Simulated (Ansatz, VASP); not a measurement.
One calculation of Re, two programs

File INCAR:

```
ALGO = Normal
EDIFF = 1E-6
ENCUT = 520
GGA = PS
ISIF = 2
ISMEAR = 0
LASPH = True
LCHARG = False
LREAL = False
LWAVE = False
NBANDS = 10
NELM = 80
PREC = Accurate
SIGMA = 0.15
```

KPOINTS

```
k-points
0
Gamma
  20 20 20
```

File POSCAR:

```
Re
1.0
    0.0000000000      1.9453750000      1.9750000000
    1.9453750000      0.0000000000      1.9750000000
    1.9453750000      1.9453750000      0.0000000000
Re
1
Direct
    0.0000000000      0.0000000000      0.0000000000
```

Input for Ansatz:

```yaml
crystal:
  lattice:
    - [0.0, 1.945375, 1.975]
    - [1.945375, 0.0, 1.975]
    - [1.945375, 1.945375, 0.0]
  atoms:
    - { symbol: Re, position: [0.0, 0.0, 0.0] }
basis:
  ecutwfc: 420
kpoints:
  mp_grid: { grid: [20, 20, 20] }
hamiltonian:
  xc: pbesol
scf:
  occupations: { method: gaussian, width: 0.15 }
output:
  forces: true
  stress: true
  eigenvalues: true
```

Change from the starting cell: strain -0.015 along x and y, +0.000 along z, atoms carried along.

Alike in both runs: task single point; functional PBEsol; k mesh 20 × 20 × 20; occupations gaussian, width 0.15 eV; no spin polarisation.

|  | VASP | Ansatz |
| --- | --- | --- |
| version | VASP 6.6.1 | Ansatz 0.2.0 |
| potentials or method | VASP PAW PBE potentials, release 64 (Re), cutoff 520 eV | scalar-relativistic, plane waves, PAW |
| valence electrons in the cell | 7 | 15 |

VASP gave:

```
gap on the k mesh at the Fermi level (eV)                     : none
pressure (GPa)                                                : -8.9
traceless stress, the component that is largest in VASP (GPa) : -2.97
```

Problem. What did Ansatz give for the same quantities?

Solution. gap on the k mesh at the Fermi level (eV): none; pressure (GPa): -8.6; traceless stress, the component that is largest in VASP (GPa): -3.00.

VASP's potentials were made for PBE, not for PBEsol. A gap of «none» marks a metal or a gap that the smearing closes. With one functional, cell and mesh, what is left measures potentials, basis and numerics. VASP's potentials hold 7 valence electrons a cell and Ansatz's 15, so a difference there can come from the potentials and not from the codes.

Neither program's run includes spin-orbit coupling.
